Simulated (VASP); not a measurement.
Write the native input for VASP 6.6.1 that does the following.

* Task: single point
* Functional: PBE
* Potentials or basis: VASP PAW PBE potentials, release 64 (Br)
* Cutoff: 520 eV
* k mesh: 14 × 14 × 14
* Occupations: fermi-dirac, width 0.05 eV
* Spin: no spin polarisation
* Dipole correction: no
* Further INCAR settings: ALGO = Normal; EDIFF = 1e-06; NBANDS = 10

The structure of Br lies in POSCAR:

```
Br
1.0
    0.0000000000      1.9923586125      1.9923586125
    1.9923586125      0.0000000000      1.9923586125
    1.9923586125      1.9923586125      0.0000000000
Br
1
Direct
    0.0000000000      0.0000000000      0.0000000000
```

This cell differs from its parent crystal: volume scaled by 0.6.

These files were run (other wordings do the same):

INCAR

```
ALGO = Normal ; EDIFF = 1E-6
ENCUT = 520 ; GGA = PE
ISIF = 2 ; ISMEAR = -1
LASPH = T ; LCHARG = F
LREAL = F ; LWAVE = F
NBANDS = 10 ; NELM = 60
PREC = Accurate ; SIGMA = 0.05
```

KPOINTS

```
k-points
0
Gamma
  14 14 14
```

Potentials or basis: VASP PAW PBE potentials, release 64 (Br).

The run is started by

```sh
$ cat potpaw_PBE.64/Br/POTCAR > POTCAR
$ mpirun -np 1 vasp_std > vasp.out
```

It gave:

```yaml
Pressure: 53.1 GPa
```

Caveat: an odd number of electrons without spin polarisation forces a metal; a magnetic or distorted state may lie lower.

It took 5.1 s on 1 thread of Intel(R) Xeon(R) 6975P-C (Granite Rapids), with other jobs on the host, peak memory 0.14 GiB.
